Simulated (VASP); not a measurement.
Input of a VASP 6.6.1 run:

Contents of INCAR:

```
  PREC = Accurate
  ENCUT = 520
  EDIFF = 1E-6
  ISMEAR = 0
  SIGMA = 0.15
  LREAL = False
  LASPH = True
  NELM = 100
  ALGO = Normal
  ISIF = 2
  LWAVE = False
  LCHARG = False
  GGA = CA
  NBANDS = 12
```

Contents of KPOINTS:

```
Automatic mesh
0
Gamma
  22 22 22
```

Contents of POSCAR:

```
Cu
1.0
   -1.4452500000      1.4452500000      1.4081500000
    1.4452500000     -1.4452500000      1.4081500000
    1.4452500000      1.4452500000     -1.4081500000
Cu
1
Direct
    0.0000000000      0.0000000000      0.0000000000
```

Potentials or basis: VASP PAW LDA potentials, release 64 (Cu).

The run is started by

```console
$ cat potpaw_LDA.64/Cu/POTCAR > POTCAR
$ mpirun -np 1 vasp_std > vasp.out
```

Estimate the pressure.

-10.6 GPa.

Estimate the band gap on the k mesh.

zero (an odd number of electrons rules out a gap without spin polarisation).

Stress tensor (GPa, compression positive):
```
-10.43   0.00   0.00
  0.00 -10.43   0.00
  0.00   0.00 -10.96
```

Caveat: the cell stands under tension.
